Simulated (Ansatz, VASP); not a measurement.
AlIn2Sb2As: VASP beside Ansatz

```xyz
6
Lattice="3.3829 -5.7114 0.0000 3.3829 5.7114 0.0000 0.0000 0.0000 3.6166" Properties=species:S:1:pos:R:3 pbc="T T T"
Al    0.0000    0.0000    0.0000
In    1.6915   -2.8557    1.8083
In    1.6915    2.8557    1.8083
Sb    3.3829   -1.9614    0.0000
Sb    3.3829    1.9614    0.0000
As    3.3829    0.0000    1.8083
```

Change from the starting cell: species swapped into the CeB2Ru2Rh type (Cmmm, No. 65).

Alike in both runs: task single point; functional PBE; k mesh 4 × 4 × 6; occupations gaussian, width 0.1 eV; no spin polarisation.

|  | VASP | Ansatz |
| --- | --- | --- |
| version | VASP 6.6.1 | Ansatz 0.2.0 |
| potentials or method | VASP PAW PBE potentials, release 64 (Al, In_d, Sb, As), cutoff 520 eV | scalar-relativistic, plane waves, PAW |
| valence electrons in the cell | 44 | 74 |

|  | VASP | Ansatz | Ansatz less VASP |
| --- | --- | --- | --- |
| gap on the k mesh at the Fermi level (eV) | none | none | - |
| pressure (GPa) | 25.9 | 25.8 | -0.11 |
| traceless stress, the component that is largest in VASP (GPa) | -9.58 | -9.64 | -0.051 |
| rms of the force components (eV/Å) | 0.436 | 0.446 | +0.0100 |

Atom by atom the forces differ by 0.010 eV/Å (rms over components). A gap of «none» marks a metal or a gap that the smearing closes. VASP's potentials hold 44 valence electrons a cell and Ansatz's 74, so a difference there can come from the potentials and not from the codes.

Neither program's run includes spin-orbit coupling.
